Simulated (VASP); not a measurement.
# Hf3H in VASP: further runs

The runs below take Hf3H through single point, with PBE.

Program: VASP 6.6.1. These are calculated values, not measurements. Logs are shortened: lines on timing, memory, paths and dates and some standing lists are left out, and cuts for length are marked.

### 1 The cell of the first run

The cell holds a slab with vacuum, 4 atoms: a = 3.070 Å, b = 3.070 Å, c = 20.281 Å, α = 90.00°, β = 90.00°, γ = 109.47°.

### 2 Single point, PBE

The input, INCAR:

```
PREC = Accurate
ENCUT = 520
EDIFF = 1E-7
ISMEAR = 0
SIGMA = 0.1
LREAL = False
LASPH = True
NELM = 80
ALGO = Normal
ISIF = 2
LWAVE = False
LCHARG = True
LDIPOL = True
IDIPOL = 3
DIPOL = 0.5 0.5 0.363
GGA = PE
LELF = True
LVHAR = True
LVACPOTAV = True
NBANDS = 24
```

The input, KPOINTS:

```
Automatic mesh
0
Gamma
  9 9 1
```

The input, POSCAR:

```
Hf3H
1.0
    3.0697355021      0.0000000000      0.0000000000
   -1.0232451674      2.8941743867      0.0000000000
    0.0000000000      0.0000000000     20.2814081478
Hf H
3 1
Direct
    0.5000000000      0.5000000000      0.1972249644
    0.0000000000      0.0000000000      0.3153436029
    0.5000000000      0.5000000000      0.4329782273
    0.8333333333      0.8333333333      0.5059041461
```

Potentials or basis: VASP PAW PBE potentials, release 64 (Hf_pv, H).

On the command line:

```sh
> cat potpaw_PBE.64/Hf_pv/POTCAR potpaw_PBE.64/H/POTCAR > POTCAR
> mpirun -np 1 vasp_std > vasp.out
```

OUTCAR:

```text
PREC = Accurate
   ENCUT = 520
   EDIFF = 1E-7
   ISMEAR = 0
   LREAL = False
   LASPH = True
   NELM = 80
   ISIF = 2
   GGA = PE

 ion  position               nearest neighbor table
   1  0.500  0.500  0.197-   2 2.98   2 2.98   2 3.47   2 3.47
   2  0.000  0.000  0.315-   3 2.97   3 2.97   1 2.98   1 2.98   3 3.46   3 3.46   1 3.47   1 3.47

   3  0.500  0.500  0.433-   4 1.89   2 2.97   2 2.97   2 3.46   2 3.46
   4  0.833  0.833  0.506-   3 1.89

  LATTYP: Found a base centered orthorhombic cell.
 ALAT       =     3.5446252370
 B/A-ratio  =     1.4142135624
 C/A-ratio  =     5.7217355268

  Lattice vectors:

 A1 = (   3.0697355021,   0.0000000000,   0.0000000000)
 A2 = (  -1.0232451674,   2.8941743867,   0.0000000000)
 A3 = (   0.0000000000,   0.0000000000,  20.2814081478)

Analysis of symmetry for initial positions (statically):
=====================================================================
 Subroutine PRICEL returns:
 Original cell was already a primitive cell.

 Routine SETGRP: Setting up the symmetry group for a
 base centered orthorhombic supercell.

 Subroutine GETGRP returns: Found  2 space group operations
 (whereof  2 operations were pure point group operations)
 out of a pool of  8 trial point group operations.

The static configuration has the point symmetry C_1h.

Analysis of symmetry for dynamics (positions and initial velocities):
=====================================================================
 Subroutine PRICEL returns:
 Original cell was already a primitive cell.

 Routine SETGRP: Setting up the symmetry group for a
 base centered orthorhombic supercell.

 Subroutine GETGRP returns: Found  2 space group operations
 (whereof  2 operations were pure point group operations)
 out of a pool of  8 trial point group operations.

The dynamic configuration has the point symmetry C_1h.

 Subroutine INISYM returns: Found  2 space group operations
 (whereof  2 operations are pure point group operations),
 and found     1 'primitive' translations

----------------------------------------------------------------------------------------

                                     Primitive cell

  volume of cell :     180.1871

  direct lattice vectors                    reciprocal lattice vectors
     3.069735502  0.000000000  0.000000000     0.325760965  0.115173894  0.000000000
    -1.023245167  2.894174387  0.000000000     0.000000000  0.345521681  0.000000000
     0.000000000  0.000000000 20.281408148     0.000000000  0.000000000  0.049306241

  length of vectors
     3.069735502  3.069735502 20.281408148     0.345521681  0.345521681  0.049306241

  position of ions in fractional coordinates (direct lattice)
     0.500000000  0.500000000  0.197224964
     0.000000000  0.000000000  0.315343603
     0.500000000  0.500000000  0.432978227
     0.833333333  0.833333333  0.505904146

  ion indices of the primitive-cell ions
   primitive index   ion index
                 1           1
                 2           2
                 3           3
                 4           4

----------------------------------------------------------------------------------------

 KPOINTS: Automatic mesh

Automatic generation of k-mesh.
 Grid dimensions read from file:
 generate k-points for:    9    9    1

 Generating k-lattice:

  Cartesian coordinates                     Fractional coordinates (reciprocal lattice)
     0.036195663  0.012797099  0.000000000     0.111111111  0.000000000  0.000000000
     0.000000000  0.038391298  0.000000000     0.000000000  0.111111111  0.000000000
     0.000000000  0.000000000  0.049306241     0.000000000  0.000000000  1.000000000

  Length of vectors
     0.038391298  0.038391298  0.049306241

  Shift w.r.t. Gamma in fractional coordinates (k-lattice)
     0.000000000  0.000000000  0.000000000

 Subroutine IBZKPT returns following result:
 ===========================================

 Found     25 irreducible k-points:

 Following reciprocal coordinates:
            Coordinates               Weight
  0.000000  0.000000  0.000000      1.000000
  0.111111  0.000000  0.000000      4.000000
  0.222222  0.000000  0.000000      4.000000
  0.333333  0.000000  0.000000      4.000000
  0.444444  0.000000  0.000000      4.000000
  0.111111  0.111111  0.000000      2.000000
[... 16 lines left out ...]
 -0.333333  0.333333  0.000000      2.000000
  0.444444  0.444444  0.000000      2.000000
   k-points           NKPTS =     25   k-points in BZ     NKDIM =     25   number of bands    NBANDS=     24
   number of dos      NEDOS =    301   number of ions     NIONS =      4
   total plane-waves  NPLWV =  92160
   dimension x,y,z NGX =    24 NGY =   24 NGZ =  160
   dimension x,y,z NGXF=    48 NGYF=   48 NGZF=  320
   ions per type =               3   1
   NGX,Y,Z   is equivalent  to a cutoff of  13.00, 13.00, 13.12 a.u.
   NGXF,Y,Z  is equivalent  to a cutoff of  26.00, 26.00, 26.23 a.u.
 SYSTEM =  unknown system
   PREC   = accura    normal or accurate (medium, high low for compatibility)
   ISTART =      0    job   : 0-new  1-cont  2-samecut
   ICHARG =      2    charge: 1-file 2-atom 10-const
   ISPIN  =      1    spin polarized calculation?
   LNONCOLLINEAR =      F non collinear calculations
   LSORBIT =      F    spin-orbit coupling
   LASPH  =      T    aspherical Exc in radial PAW
   ENCUT  =  520.0 eV  38.22 Ry    6.18 a.u.   5.71  5.71 37.71*2*pi/ulx,y,z
   NELM   =     80;   NELMIN=  2; NELMDL= -5     # of ELM steps
   EDIFF  = 0.1E-06   stopping-criterion for ELM
   LREAL  =      F    real-space projection
   EDIFFG = 0.1E-05   stopping-criterion for IOM
   NSW    =      0    number of steps for IOM
   IBRION =     -1    ionic relax: 0-MD 1-quasi-New 2-CG
   NFREE  =      0    steps in history (QN), initial steepest desc. (CG)
   ISIF   =      2    stress and relaxation
   ISYM   =      2    0-nonsym 1-usesym 2-fastsym
   POTIM  = 0.5000    time-step for ionic-motion
   TEBEG  =    0.0;   TEEND  =   0.0 temperature during run
   PSTRESS=    0.0 pullay stress
   NELECT =      31.0000    total number of electrons
   NUPDOWN=      -1.0000    fix difference up-down
   EMIN   =  10.00;   EMAX   =-10.00  energy-range for DOS
   EFERMI =   0.00;   METHOD = LEGACY
   ISMEAR =     0;   SIGMA  =   0.10  broadening in eV -4-tet -1-fermi 0-gaus
   EFERMI_NEDOS =   21; number of points for ismear=-14 and -15
   IALGO  =     38    algorithm
   IMIX   =      4    mixing-type and parameters
     AMIX     =   0.40;   BMIX     =  1.00
     AMIX_MAG =   1.60;   BMIX_MAG =  1.00
  volume/ion in A,a.u.               =      45.05       303.99
  Fermi-wavevector in a.u.,A,eV,Ry     =   0.910516  1.720625 11.279760  0.829039
  Thomas-Fermi vector in A             =   2.034687
   LORBIT       =      0    0 simple, 1 ext, 2 COOP (PROOUT), +10 PAW based schemes
   GGA     = PE    functional components
   LHFCALC =     F    Hartree Fock is set to
   AEXX    =    0.0000 exact exchange contribution
   IVDW    =     0    specifies the selected vdW correction
   LEPSILON=     F    determine dielectric tensor
   LRPA    =     F    only Hartree local field effects (RPA)
 non-spin polarized calculation
 Gauss-broadening in eV      SIGMA  =   0.10
  energy-cutoff  :      520.00
  volume of cell :      180.19
 maximum number of plane-waves:      4883
   NGX = 11   NGY = 11   NGZ = 75

 dipolmoment           0.000000      0.000000     -0.042856 electrons x Angstroem

 number of electron      31.0000003 magnetization

 dipolmoment           0.000000      0.000000      0.029896 electrons x Angstroem

 Free energy of the ion-electron system (eV)
  ---------------------------------------------------
  ext. energy  EPLUGINS =         0.00000000
  ---------------------------------------------------
  free energy    TOTEN  =       -31.12051904 eV

  energy without entropy =      -31.09208056  energy(sigma->0) =      -31.10629980

 E-fermi :  -0.9267     XC(G=0):  -5.2327

 val. band max:       -0.9376923436   @ k =   0.2222   0.1111   0.0000
 cond. band min:      -0.9228914017   @ k =   0.3333   0.1111   0.0000
 fundamental gap:      0.0148009419
 Fermi energy:        -0.9267472728

 k-point     1 :       0.0000    0.0000    0.0000
  band No.  band energies     occupation
      1     -31.7490      2.00000
      2     -31.5889      2.00000
      3     -31.2388      2.00000
      4     -31.1960      2.00000
      5     -31.1022      2.00000
      6     -31.0943      2.00000
[... 16 lines left out ...]
     23       2.8800      0.00000
     24       3.0486      0.00000

 k-point     2 :       0.1111    0.0000    0.0000
  band No.  band energies     occupation
      1     -31.7282      2.00000
      2     -31.5915      2.00000
      3     -31.2811      2.00000
      4     -31.2528      2.00000
      5     -31.1323      2.00000
      6     -31.1262      2.00000
[... 16 lines left out ...]
     23       2.7309      0.00000
     24       3.1246      0.00000

 k-point     3 :       0.2222    0.0000    0.0000
  band No.  band energies     occupation
      1     -31.6785      2.00000
      2     -31.6050      2.00000
      3     -31.4420      2.00000
      4     -31.4126      2.00000
      5     -31.1633      2.00000
      6     -31.1578      2.00000
[... 16 lines left out ...]
     23       2.8544      0.00000
     24       2.9335      0.00000
[... 514 lines left out ...]
 k-point    23 :      -0.3333    0.3333    0.0000
  band No.  band energies     occupation
      1     -31.6499      2.00000
      2     -31.6420      2.00000
      3     -31.5937      2.00000
      4     -31.5154      2.00000
      5     -31.4593      2.00000
      6     -31.4046      2.00000
[... 16 lines left out ...]
     23       2.7794      0.00000
     24       3.3312      0.00000

 k-point    24 :       0.4444    0.4444    0.0000
  band No.  band energies     occupation
      1     -31.7999      2.00000
      2     -31.7751      2.00000
      3     -31.5776      2.00000
      4     -31.5450      2.00000
      5     -31.5065      2.00000
      6     -31.4430      2.00000
[... 16 lines left out ...]
     23       4.6820      0.00000
     24       4.9323      0.00000

 [... further k-points ...]

------------------------ aborting loop because EDIFF is reached ----------------------------------------

  FORCE on cell =-STRESS in cart. coord.  units (eV):
  Direction    XX          YY          ZZ          XY          YZ          ZX
  --------------------------------------------------------------------------------------
  -------------------------------------------------------------------------------------
  Total       -1.5759935     -1.3208986      0.7657633      0.3607587      0.9076700      0.6418175
  in kB      -14.0133267    -11.7450888      6.8089695      3.2077728      8.0707673      5.7068753
  external PRESSURE =      -6.3164820 kB  Pullay stress =       0.0000000 kB

 VOLUME and BASIS-vectors are now :
 -----------------------------------------------------------------------------
  energy-cutoff  :      520.00
  volume of cell :      180.19
      direct lattice vectors                 reciprocal lattice vectors
     3.069735502  0.000000000  0.000000000     0.325760965  0.115173894  0.000000000
    -1.023245167  2.894174387  0.000000000     0.000000000  0.345521681  0.000000000
     0.000000000  0.000000000 20.281408148     0.000000000  0.000000000  0.049306241

 POSITION                                       TOTAL-FORCE (eV/Angst)
 -----------------------------------------------------------------------------------
      1.02325      1.44709      4.00000        -0.026112     -0.036927     -0.089829
      0.00000      0.00000      6.39561         0.116209      0.164344     -0.150121
      1.02325      1.44709      8.78141        -0.627089     -0.886837      0.239286
      1.70541      2.41181     10.26045         0.536991      0.759421      0.000664
 -----------------------------------------------------------------------------------
    total drift:                                0.000021      0.000029     -0.000056

  FREE ENERGIE OF THE ION-ELECTRON SYSTEM (eV)
  ---------------------------------------------------
  free  energy   TOTEN  =       -31.1205190395 eV

  energy  without entropy=      -31.0920805646  energy(sigma->0) =      -31.10629980

 vacuum level on the upper side and lower side of the slab         3.901         3.291
```

Wall time 2.1 min (1 thread of Intel Xeon 6975P-C (Granite Rapids), shared host); peak memory 0.32 GiB.

Results:

| Quantity | Value |
| --- | --- |
| Free energy | -31.1205 eV |
| Largest force | 1.112 eV/Å |

Forces on the atoms (eV/Å):
```
Hf  -0.026 -0.037 -0.090
Hf   0.116  0.164 -0.150
Hf  -0.627 -0.887  0.239
H    0.537  0.759  0.001
```

Levels at points of the mesh, in eV from the Fermi level:
```
           k point  band 12  band 13  band 14  band 15  band 16  band 17  band 18  band 19  band 20  band 21
(0.00, 0.00, 0.00)    -3.96    -2.31    -0.48     0.03     0.15     1.11     1.28     1.51     1.76     3.34
```

Caveat: spin-orbit coupling is left out, which moves the levels of the heavy elements.

### 3 Single point, PBE

The input, INCAR:

```
PREC = Accurate
ENCUT = 520
EDIFF = 1E-7
ISMEAR = 0
SIGMA = 0.1
LREAL = False
LASPH = True
NELM = 80
ALGO = Normal
ISIF = 2
LWAVE = False
LCHARG = False
LDIPOL = True
IDIPOL = 3
DIPOL = 0.5 0.5 0.358
GGA = PE
NBANDS = 24
```

KPOINTS is that of step 2.

POSCAR, as its differences from that of step 2:

```diff
@@ -11,2 +11,2 @@
     0.5000000000      0.5000000000      0.4329782273
-    0.8333333333      0.8333333333      0.5059041461
+    0.8333333333      1.1666666667      0.4875790006
```

Potentials or basis: VASP PAW PBE potentials, release 64 (Hf_pv, H).

On the command line:

```sh
> cat potpaw_PBE.64/Hf_pv/POTCAR potpaw_PBE.64/H/POTCAR > POTCAR
> mpirun -np 1 vasp_std > vasp.out
```

OUTCAR:

```text
PREC = Accurate
   ENCUT = 520
   EDIFF = 1E-7
   ISMEAR = 0
   LREAL = False
   LASPH = True
   NELM = 80
   ISIF = 2
   GGA = PE

 ion  position               nearest neighbor table
   1  0.500  0.500  0.197-   2 2.98   2 2.98   2 3.47   2 3.47
   2  0.000  0.000  0.315-   3 2.97   3 2.97   1 2.98   1 2.98   3 3.46   3 3.46   1 3.47   1 3.47

   3  0.500  0.500  0.433-   4 2.00   4 2.25   4 2.25   2 2.97   2 2.97   2 3.46   2 3.46
   4  0.833  0.167  0.488-   3 2.00   3 2.25   3 2.25

  LATTYP: Found a base centered orthorhombic cell.
 ALAT       =     3.5446252370
 B/A-ratio  =     1.4142135624
 C/A-ratio  =     5.7217355268

  Lattice vectors:

 A1 = (   3.0697355021,   0.0000000000,   0.0000000000)
 A2 = (  -1.0232451674,   2.8941743867,   0.0000000000)
 A3 = (   0.0000000000,   0.0000000000,  20.2814081478)

Analysis of symmetry for initial positions (statically):
=====================================================================
 Subroutine PRICEL returns:
 Original cell was already a primitive cell.

 Routine SETGRP: Setting up the symmetry group for a
 base centered orthorhombic supercell.

[... 178 lines left out ...]
 Fermi energy:        -0.7456588828

 k-point     1 :       0.0000    0.0000    0.0000
  band No.  band energies     occupation
      1     -31.5633      2.00000
      2     -31.4182      2.00000
      3     -31.0684      2.00000
      4     -30.9933      2.00000
      5     -30.9226      2.00000
      6     -30.7996      2.00000
[... 637 lines left out ...]
     23       4.8983      0.00000
     24       5.1406      0.00000

 [... further k-points ...]

------------------------ aborting loop because EDIFF is reached ----------------------------------------

 vacuum level on the upper side and lower side of the slab       (xc-potential included)        -0.101        -0.262

  FORCE on cell =-STRESS in cart. coord.  units (eV):
  Direction    XX          YY          ZZ          XY          YZ          ZX
  --------------------------------------------------------------------------------------
  -------------------------------------------------------------------------------------
  Total       -0.7752482     -1.4652032      0.7778874     -0.9757437     -0.3062459      0.4330967
  in kB       -6.8933067    -13.0282083      6.9167734     -8.6760611     -2.7230594      3.8509838
  external PRESSURE =      -4.3349139 kB  Pullay stress =       0.0000000 kB

 VOLUME and BASIS-vectors are now :
 -----------------------------------------------------------------------------
  energy-cutoff  :      520.00
  volume of cell :      180.19
      direct lattice vectors                 reciprocal lattice vectors
     3.069735502  0.000000000  0.000000000     0.325760965  0.115173894  0.000000000
    -1.023245167  2.894174387  0.000000000     0.000000000  0.345521681  0.000000000
     0.000000000  0.000000000 20.281408148     0.000000000  0.000000000  0.049306241

 POSITION                                       TOTAL-FORCE (eV/Angst)
 -----------------------------------------------------------------------------------
      1.02325      1.44709      4.00000        -0.012469      0.008817     -0.009276
      0.00000      0.00000      6.39561         0.000135     -0.000096     -0.317501
      1.02325      1.44709      8.78141        -0.325562      0.230207      0.327790
      2.38757      0.48236      9.88879         0.337896     -0.238929     -0.001014
 -----------------------------------------------------------------------------------
    total drift:                                0.000030     -0.000021     -0.000155

  FREE ENERGIE OF THE ION-ELECTRON SYSTEM (eV)
  ---------------------------------------------------
  free  energy   TOTEN  =       -31.7386064744 eV

  energy  without entropy=      -31.7046441989  energy(sigma->0) =      -31.72162534

 vacuum level on the upper side and lower side of the slab         3.382         3.215
```

stdout:

```text
POSCAR found type information on POSCAR HfH
 POSCAR found :  2 types and       4 ions
 scaLAPACK will be used
 LDA part: xc-table for (Slater+PW92), standard interpolation
 POSCAR, INCAR and KPOINTS ok, starting setup
 FFT: planning ... GRIDC
 FFT: planning ... GRID_SOFT
 FFT: planning ... GRID
 WAVECAR not read
 entering main loop
```

It took 2.5 min on 1 thread of Intel Xeon 6975P-C (Granite Rapids), shared host; peak memory 0.33 GiB.

Results:

```yaml
Free_energy: -31.7386 eV
Largest_force: 0.516 eV/Å
```

Forces in eV/Å, atoms in the order of the input:
```
Hf  -0.012  0.009 -0.009
Hf   0.000  0.000 -0.318
Hf  -0.326  0.230  0.328
H    0.338 -0.239 -0.001
```

Levels at points of the mesh, in eV from the Fermi level:
| k point | band 13 | band 14 | band 15 | band 16 | band 17 | band 18 | band 19 | band 20 |
| --- | --- | --- | --- | --- | --- | --- | --- | --- |
| (0.00, 0.00, 0.00) | -1.41 | -0.46 | 0.02 | 0.14 | 1.00 | 1.30 | 1.52 | 1.84 |

Caveat: spin-orbit coupling is left out, which moves the levels of the heavy elements.

(Part 1 of 2 ends here.)
